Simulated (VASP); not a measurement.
# Ni (P6/mmm) in VASP: further runs

Ni is run at these levels: PBEsol; tasks: single point.

Program: VASP 6.6.1. These are calculated values, not measurements. Logs are shortened: lines on timing, memory, paths and dates and some standing lists are left out, and cuts for length are marked.

**1. The cell of the first run**

The structure is hexagonal, space group P6/mmm (No. 191). The conventional cell has a = 3.764 Å, b = 3.764 Å, c = 2.279 Å, α = 90.00°, β = 90.00°, γ = 120.00°. Ni (site symmetry 6/mmm) has 14 Ni at 2.28 to 2.45 Å within 3.0 Å. Ni (site symmetry -6m2) has 11 Ni at 2.17 to 2.45 Å within 2.9 Å.

This isn't the form of Ni at room conditions, which is fcc.

**2. Single point, PBEsol, collinear spin, ferromagnetic start (9.32 Å³/atom)**

INCAR reads:

```
  PREC = Accurate
  ENCUT = 520
  EDIFF = 1E-6
  ISMEAR = -1
  SIGMA = 0.05
  LREAL = False
  LASPH = True
  NELM = 150
  ALGO = Normal
  ISIF = 2
  LWAVE = False
  LCHARG = False
  ISPIN = 2
  MAGMOM = 0.623 0.671 0.671
  LORBIT = 11
  LMAXMIX = 4
  GGA = PS
  NBANDS = 26
```

KPOINTS reads:

```
regular mesh
0
Gamma
  10 10 15
```

POSCAR reads:

```
Ni
1.0
    3.7639089851      0.0000000000      0.0000000000
   -1.8819544926      3.2596407987      0.0000000000
    0.0000000000      0.0000000000      2.2794089607
Ni
3
Direct
    1.0000000000      1.0000000000      0.0000000000
    0.3333333333      0.6666666667      0.5000000000
    0.6666666667      0.3333333333      0.5000000000
```

Potentials or basis: VASP PAW PBE potentials, release 64 (Ni).

The run is started by

```sh
cat potpaw_PBE.64/Ni/POTCAR > POTCAR
mpirun -np 1 vasp_std > vasp.out
```

OUTCAR:

```text
PREC = Accurate
   ENCUT = 520
   EDIFF = 1E-6
   ISMEAR = -1
   LREAL = False
   LASPH = True
   NELM = 150
   ISIF = 2
   ISPIN = 2
   LORBIT = 11
   GGA = PS

 ion  position               nearest neighbor table
   1  0.000  0.000  0.000-   2 2.45   3 2.45   2 2.45   3 2.45   3 2.45   3 2.45   2 2.45   2 2.45
                             3 2.45   3 2.45   2 2.45   2 2.45
   2  0.333  0.667  0.500-   3 2.17   3 2.17   3 2.17   1 2.45   1 2.45   1 2.45   1 2.45   1 2.45
                             1 2.45
   3  0.667  0.333  0.500-   2 2.17   2 2.17   2 2.17   1 2.45   1 2.45   1 2.45   1 2.45   1 2.45
                             1 2.45

  LATTYP: Found a hexagonal cell.
 ALAT       =     3.7639089851
 C/A-ratio  =     0.6055961953

  Lattice vectors:

 A1 = (   3.7639089851,   0.0000000000,   0.0000000000)
 A2 = (  -1.8819544926,   3.2596407987,   0.0000000000)
 A3 = (   0.0000000000,   0.0000000000,   2.2794089607)

Analysis of symmetry for initial positions (statically):
=====================================================================
 Subroutine PRICEL returns:
 Original cell was already a primitive cell.

 Routine SETGRP: Setting up the symmetry group for a
 hexagonal supercell.

 Subroutine GETGRP returns: Found 24 space group operations
 (whereof 24 operations were pure point group operations)
 out of a pool of 24 trial point group operations.

The static configuration has the point symmetry D_6h.

Analysis of symmetry for dynamics (positions and initial velocities):
=====================================================================
 Subroutine PRICEL returns:
 Original cell was already a primitive cell.

 Routine SETGRP: Setting up the symmetry group for a
 hexagonal supercell.

 Subroutine GETGRP returns: Found 24 space group operations
 (whereof 24 operations were pure point group operations)
 out of a pool of 24 trial point group operations.

The dynamic configuration has the point symmetry D_6h.

Analysis of structural, dynamic, and magnetic symmetry:
=====================================================================
 Subroutine PRICEL returns:
 Original cell was already a primitive cell.

 Routine SETGRP: Setting up the symmetry group for a
 hexagonal supercell.

 Subroutine GETGRP returns: Found 24 space group operations
 (whereof 24 operations were pure point group operations)
 out of a pool of 24 trial point group operations.

The overall configuration has the point symmetry D_6h.

 Subroutine INISYM returns: Found 24 space group operations
 (whereof 24 operations are pure point group operations),
 and found     1 'primitive' translations

----------------------------------------------------------------------------------------

                                     Primitive cell

  volume of cell :      27.9660

  direct lattice vectors                    reciprocal lattice vectors
     3.763908985  0.000000000  0.000000000     0.265681238  0.153391134  0.000000000
    -1.881954493  3.259640799  0.000000000     0.000000000  0.306782269  0.000000000
     0.000000000  0.000000000  2.279408961     0.000000000  0.000000000  0.438710217

  length of vectors
     3.763908985  3.763908985  2.279408961     0.306782269  0.306782269  0.438710217

  position of ions in fractional coordinates (direct lattice)
     0.000000000  0.000000000  0.000000000
     0.333333333  0.666666667  0.500000000
     0.666666667  0.333333333  0.500000000

  ion indices of the primitive-cell ions
   primitive index   ion index
                 1           1
                 2           2
                 3           3

----------------------------------------------------------------------------------------

 KPOINTS: regular mesh

Automatic generation of k-mesh.
 Grid dimensions read from file:
 generate k-points for:   10   10   15

 Generating k-lattice:

  Cartesian coordinates                     Fractional coordinates (reciprocal lattice)
     0.026568124  0.015339113  0.000000000     0.100000000 -0.000000000  0.000000000
     0.000000000  0.030678227  0.000000000     0.000000000  0.100000000  0.000000000
     0.000000000  0.000000000  0.029247348     0.000000000  0.000000000  0.066666667

  Length of vectors
     0.030678227  0.030678227  0.029247348

  Shift w.r.t. Gamma in fractional coordinates (k-lattice)
     0.000000000  0.000000000  0.000000000

 Subroutine IBZKPT returns following result:
 ===========================================

 Found    112 irreducible k-points:

 Following reciprocal coordinates:
            Coordinates               Weight
  0.000000  0.000000  0.000000      1.000000
  0.100000  0.000000  0.000000      6.000000
  0.200000  0.000000  0.000000      6.000000
  0.300000 -0.000000  0.000000      6.000000
  0.400000  0.000000  0.000000      6.000000
  0.500000  0.000000  0.000000      3.000000
[... 16 lines left out ...]
  0.300000  0.100000  0.066667     24.000000
  0.400000  0.100000  0.066667     24.000000
 [... further k-points ...]
   k-points           NKPTS =    112   k-points in BZ     NKDIM =    112   number of bands    NBANDS=     26
   number of dos      NEDOS =    301   number of ions     NIONS =      3
   total plane-waves  NPLWV =  14112
   dimension x,y,z NGX =    28 NGY =   28 NGZ =   18
   dimension x,y,z NGXF=    56 NGYF=   56 NGZF=   36
   ions per type =               3
   NGX,Y,Z   is equivalent  to a cutoff of  12.37, 12.37, 13.13 a.u.
   NGXF,Y,Z  is equivalent  to a cutoff of  24.73, 24.73, 26.26 a.u.
 SYSTEM =  unknown system
   PREC   = accura    normal or accurate (medium, high low for compatibility)
   ISTART =      0    job   : 0-new  1-cont  2-samecut
   ICHARG =      2    charge: 1-file 2-atom 10-const
   ISPIN  =      2    spin polarized calculation?
   LNONCOLLINEAR =      F non collinear calculations
   LSORBIT =      F    spin-orbit coupling
   LASPH  =      T    aspherical Exc in radial PAW
   ENCUT  =  520.0 eV  38.22 Ry    6.18 a.u.   7.00  7.00  4.24*2*pi/ulx,y,z
   NELM   =    150;   NELMIN=  2; NELMDL= -5     # of ELM steps
   EDIFF  = 0.1E-05   stopping-criterion for ELM
   LREAL  =      F    real-space projection
   EDIFFG = 0.1E-04   stopping-criterion for IOM
   NSW    =      0    number of steps for IOM
   IBRION =     -1    ionic relax: 0-MD 1-quasi-New 2-CG
   NFREE  =      0    steps in history (QN), initial steepest desc. (CG)
   ISIF   =      2    stress and relaxation
   ISYM   =      2    0-nonsym 1-usesym 2-fastsym
   POTIM  = 0.5000    time-step for ionic-motion
   TEBEG  =    0.0;   TEEND  =   0.0 temperature during run
   PSTRESS=    0.0 pullay stress
   NELECT =      30.0000    total number of electrons
   NUPDOWN=      -1.0000    fix difference up-down
   EMIN   =  10.00;   EMAX   =-10.00  energy-range for DOS
   EFERMI =   0.00;   METHOD = LEGACY
   ISMEAR =    -1;   SIGMA  =   0.05  broadening in eV -4-tet -1-fermi 0-gaus
   EFERMI_NEDOS =   21; number of points for ismear=-14 and -15
   IALGO  =     38    algorithm
   IMIX   =      4    mixing-type and parameters
     AMIX     =   0.40;   BMIX     =  1.00
     AMIX_MAG =   1.60;   BMIX_MAG =  1.00
  volume/ion in A,a.u.               =       9.32        62.91
  Fermi-wavevector in a.u.,A,eV,Ry     =   1.675862  3.166920 38.212138  2.808513
  Thomas-Fermi vector in A             =   2.760406
   LORBIT       =     11    0 simple, 1 ext, 2 COOP (PROOUT), +10 PAW based schemes
   GGA     = PS    functional components
   LHFCALC =     F    Hartree Fock is set to
   AEXX    =    0.0000 exact exchange contribution
   IVDW    =     0    specifies the selected vdW correction
   LEPSILON=     F    determine dielectric tensor
   LRPA    =     F    only Hartree local field effects (RPA)
 spin polarized calculation
  energy-cutoff  :      520.00
  volume of cell :       27.97
 maximum number of plane-waves:       764
 NGX is ok and might be reduce to    28
   NGX = 13   NGY = 13   NGZ =  9

 number of electron      30.0000005 magnetization       1.6009301

 Free energy of the ion-electron system (eV)
  ---------------------------------------------------
  ext. energy  EPLUGINS =         0.00000000
  ---------------------------------------------------
  free energy    TOTEN  =       -17.64141773 eV

  energy without entropy =      -17.59624644  energy(sigma->0) =      -17.61883209

 E-fermi :  11.5396     XC(G=0): -14.3687

 val. band max:       11.5355399529   @ k =   0.1000   0.0000   0.3333
 cond. band min:      11.5403777482   @ k =   0.5000   0.0000   0.4000
 fundamental gap:      0.0048377954
 Fermi energy:        11.5395761270

 spin component 1

 k-point     1 :       0.0000    0.0000    0.0000
  band No.  band energies     occupation
      1       1.3779      1.00000
      2       6.4051      1.00000
      3       7.7914      1.00000
      4       7.7914      1.00000
      5       7.8010      1.00000
      6       7.8010      1.00000
[... 18 lines left out ...]
     25      39.1481      0.00000
     26      40.3556      0.00000
[... 644 lines left out ...]
      4       7.6055      1.00000
      5       7.6887      1.00000
      6       7.8917      1.00000
[... 18 lines left out ...]
     25      32.7105      0.00000
     26      34.0322      0.00000

 [... further k-points ...]

 spin component 2

 k-point     1 :       0.0000    0.0000    0.0000
  band No.  band energies     occupation
      1       1.3889      1.00000
      2       6.8432      1.00000
      3       8.1973      1.00000
      4       8.1973      1.00000
      5       8.2194      1.00000
      6       8.2194      1.00000
[... 18 lines left out ...]
     25      39.0862      0.00000
     26      40.3019      0.00000
[... 644 lines left out ...]
      4       8.1217      1.00000
      5       8.2084      1.00000
      6       8.4145      1.00000
[... 18 lines left out ...]
     25      32.7876      0.00000
     26      34.1438      0.00000

 [... further k-points ...]
[... 5 lines left out ...]
  --------------------------------------------------------------------------------------
  -------------------------------------------------------------------------------------
  Total        6.6423931      6.6423931      6.2101271     -0.0000000      0.0000000      0.0000000
  in kB      380.5432708    380.5432708    355.7787159     -0.0000000      0.0000000      0.0000000
  external PRESSURE =     372.2884192 kB  Pullay stress =       0.0000000 kB

 VOLUME and BASIS-vectors are now :
 -----------------------------------------------------------------------------
  energy-cutoff  :      520.00
  volume of cell :       27.97
      direct lattice vectors                 reciprocal lattice vectors
     3.763908985  0.000000000  0.000000000     0.265681238  0.153391134  0.000000000
    -1.881954493  3.259640799  0.000000000     0.000000000  0.306782269  0.000000000
     0.000000000  0.000000000  2.279408961     0.000000000  0.000000000  0.438710217

 POSITION                                       TOTAL-FORCE (eV/Angst)
 -----------------------------------------------------------------------------------
      0.00000      0.00000      0.00000        -0.000000      0.000000     -0.000000
     -0.00000      2.17309      1.13970        -0.000000      0.000000      0.000000
      1.88195      1.08655      1.13970         0.000000     -0.000000     -0.000000
 -----------------------------------------------------------------------------------
    total drift:                                0.000000      0.000000     -0.000000

  FREE ENERGIE OF THE ION-ELECTRON SYSTEM (eV)
  ---------------------------------------------------
  free  energy   TOTEN  =       -17.6414177294 eV

  energy  without entropy=      -17.5962464447  energy(sigma->0) =      -17.61883209

 total charge

# of ion       s       p       d       tot
------------------------------------------
    1        0.554   0.638   8.398   9.590
    2        0.589   0.667   8.440   9.696
    3        0.589   0.667   8.440   9.696
--------------------------------------------------
tot          1.731   1.972  25.277  28.981

 magnetization (x)

# of ion       s       p       d       tot
------------------------------------------
    1       -0.002  -0.021   0.551   0.528
    2       -0.005  -0.019   0.553   0.530
    3       -0.005  -0.019   0.553   0.530
--------------------------------------------------
tot         -0.012  -0.058   1.658   1.588
```

It took 4.6 min on 1 thread of Intel Xeon 8259CL, shared host; peak memory 0.23 GiB.

Results:

| Quantity | Value |
| --- | --- |
| Free energy | -17.6414 eV |
| Pressure | 37.2 GPa |
| Net moment | 1.60 μB per cell |
| Site moments | Ni +0.53 μB |
| Valence electrons inside the program's atomic spheres | Ni 9.59, 9.70 (each value once) |

Caveat: the cell stands under pressure; the PAW data sets were made with another functional, which shifts forces and pressure a little.

**3. Single point, PBEsol, collinear spin, ferromagnetic start (9.75 Å³/atom)**

This run uses another cell than the first one, of 9.75 Å³/atom.

INCAR reads:

```
SYSTEM = Ni
PREC = Accurate ; ENCUT = 520
EDIFF = 1E-6 ; ISMEAR = -1
SIGMA = 0.05 ; LREAL = .FALSE.
LASPH = .TRUE. ; NELM = 150
ALGO = Normal ; ISIF = 2
LWAVE = .FALSE. ; LCHARG = .TRUE.
ISPIN = 2 ; MAGMOM = 0.623 0.671 0.671
LORBIT = 11 ; LMAXMIX = 4
GGA = PS ; LELF = .TRUE.
LVHAR = .TRUE. ; NBANDS = 26
```

KPOINTS reads:

```
regular mesh
0
G
  10 10 15
  0 0 0
```

POSCAR reads:

```
Ni
1.0
    3.8200950147      0.0000000000      0.0000000000
   -1.9100475073      3.3082993276      0.0000000000
    0.0000000000      0.0000000000      2.3134350064
Ni
3
Direct
    1.0000000000      1.0000000000      0.0000000000
    0.3333333333      0.6666666667      0.5000000000
    0.6666666667      0.3333333333      0.5000000000
```

Potentials or basis: VASP PAW PBE potentials, release 64 (Ni).

The run is started by

```sh
cat potpaw_PBE.64/Ni/POTCAR > POTCAR
mpirun -np 1 vasp_std > vasp.out
```

Run time: 5.1 min. Hardware: 1 thread of Intel Xeon 8259CL, shared host; peak memory 0.23 GiB.

Results (log left out):

```yaml
Free_energy: -17.8734 eV
Pressure: 21.8 GPa
Net_moment: 1.72 μB per cell
Site_moments: Ni +0.56, +0.58 (each value once) μB
Valence_electrons_inside_the_program's_atomic_spheres: Ni 9.49, 9.59 (each value once)
```

Stress tensor (GPa, compression positive):
```
22.24  0.00  0.00
 0.00 22.24  0.00
 0.00  0.00 20.95
```

Levels at points of the mesh, in eV from the Fermi level:
Spin up:
```csv
k point,band 12,band 13,band 14,band 15,band 16,band 17,band 18,band 19,band 20,band 21
"(0.00, 0.00, 0.00)",-1.63,-1.63,-1.63,-0.33,-0.33,6.62,6.62,6.65,6.65,9.43
"(0.50, 0.00, 0.00)",-0.93,-0.70,-0.69,-0.64,-0.61,-0.36,-0.10,7.13,16.66,16.78
```
Spin down:
```tsv
k point	band 12	band 13	band 14	band 15	band 16	band 17
(0.00, 0.00, 0.00)	-1.06	-1.02	-1.02	0.31	0.31	6.89
(0.50, 0.00, 0.00)	-0.33	-0.11	-0.07	-0.04	-0.02	0.07
```

Caveat: the cell stands under pressure; the PAW data sets were made with another functional, which shifts forces and pressure a little.
